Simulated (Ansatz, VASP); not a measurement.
**InAs: VASP beside Ansatz**

INCAR

```
ALGO     = Normal         # electronic algorithm
EDIFF    = 1E-6           # SCF threshold, eV
ENCUT    = 520            # plane-wave cutoff, eV
GGA      = PE             # functional
ISIF     = 2              # what is computed and relaxed
ISMEAR   = 0              # smearing method
LASPH    = T              # aspherical terms in the spheres
LCHARG   = F              # write CHGCAR
LREAL    = F              # projectors in reciprocal space
LWAVE    = F              # write WAVECAR
NBANDS   = 16             # bands
NELM     = 80             # most SCF steps
PREC     = Accurate       # precision mode
SIGMA    = 0.02           # smearing width, eV
```

KPOINTS

```
k-points
0
Gamma
  16 16 16
```

Contents of POSCAR:

```
InAs
1.0
    0.0000000000      3.0240000000      3.0240000000
    3.0240000000      0.0000000000      3.0240000000
    3.0240000000      3.0240000000      0.0000000000
In As
1 1
Direct
    0.0000000000      0.0000000000      0.0000000000
    0.7500000000      0.7500000000      0.7500000000
```

Input for Ansatz:

```yaml
crystal:
  lattice:
    - [0.0, 3.024, 3.024]
    - [3.024, 0.0, 3.024]
    - [3.024, 3.024, 0.0]
  atoms:
    - { symbol: In, position: [0.0, 0.0, 0.0] }
    - { symbol: As, position: [0.75, 0.75, 0.75] }
basis:
  ecutwfc: 420
kpoints:
  mp_grid: { grid: [16, 16, 16] }
hamiltonian:
  xc: pbe
scf:
  occupations: { method: gaussian, width: 0.02 }
output:
  forces: true
  stress: true
  eigenvalues: true
```

Alike in both runs: task single point; functional PBE; k mesh 16 × 16 × 16; occupations gaussian, width 0.02 eV; no spin polarisation.

```csv
,VASP,Ansatz
version,VASP 6.6.1,Ansatz 0.2.0
potentials or method,"VASP PAW PBE potentials, release 64 (In_d, As), cutoff 520 eV","scalar-relativistic, plane waves, PAW"
valence electrons in the cell,18,28
```

```tsv
	VASP	Ansatz	Ansatz less VASP
gap on the k mesh at the Fermi level (eV)	none	none	-
pressure (GPa)	3.9	3.9	-0.06
```

A gap of «none» marks a metal or a gap that the smearing closes. VASP's potentials hold 18 valence electrons a cell and Ansatz's 28, so a difference there can come from the potentials and not from the codes.
